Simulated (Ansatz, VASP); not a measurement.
# Sb in VASP and in Ansatz

```
Sb
1.0
     0.00000    2.38695    2.38695
     2.38695    0.00000    2.38695
     2.38695    2.38695    0.00000
Sb
1
Direct
  0.00000 0.00000 0.00000
```

Change from the starting cell: volume scaled by 1.02.

Alike in both runs: task single point; functional LDA; k mesh 10 × 10 × 10; occupations fermi-dirac, width 0.05 eV; no spin polarisation.

```csv
,VASP,Ansatz
version,VASP 6.6.1,Ansatz 0.2.0
potentials or method,"VASP PAW LDA potentials, release 64 (Sb), cutoff 520 eV","all-electron LAPW, scalar-relativistic"
```

|  | VASP | Ansatz | Ansatz less VASP |
| --- | --- | --- | --- |
| gap on the k mesh at the Fermi level (eV) | none | none | - |
| pressure (GPa) | -3.4 | -3.4 | -0.03 |

LDA's correlation is that of Perdew and Zunger in VASP and of Perdew and Wang (1992) in Ansatz. A gap of «none» marks a metal or a gap that the smearing closes. Ansatz ran all-electron here, and VASP with PAW potentials.

Spin-orbit coupling is off throughout.
